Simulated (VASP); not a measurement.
Input of a VASP 6.6.1 run:

File INCAR:

```
PREC = Accurate ; ENCUT = 520
EDIFF = 1E-7 ; ISMEAR = -1
SIGMA = 0.05 ; LREAL = F
LASPH = T ; NELM = 100
ALGO = Normal ; ISIF = 2
LWAVE = F ; LCHARG = T
LELF = T ; LVHAR = T
NBANDS = 30
```

KPOINTS

```
Automatic mesh
0
Gamma
  6 6 6
```

File POSCAR:

```
Ba3Sn
1.0
    5.1529040515      0.0000000000      0.0000000000
    0.0000000000      5.1529040515      0.0000000000
    0.0000000000      0.0000000000      5.1529040515
Sn Ba
1 3
Direct
    0.0000000000      0.0000000000      0.0000000000
    0.0000000000      0.5000000000      0.5000000000
    0.5000000000      0.0000000000      0.5000000000
    0.5000000000      0.5000000000      0.0000000000
```

Potentials or basis: VASP PAW LDA potentials, release 64 (Sn_d, Ba_sv).

Launch:

```sh
$ cat potpaw_LDA.64/Sn_d/POTCAR potpaw_LDA.64/Ba_sv/POTCAR > POTCAR
$ mpirun -np 1 vasp_std > vasp.out
```

Predict the band gap on the k mesh.

zero (band 22 reaches 5.07 eV, above the bottom of band 23 at 4.03 eV).

Predict the pressure.

3.8 GPa.

Caveat: spin-orbit coupling is left out, which moves the levels of the heavy elements.
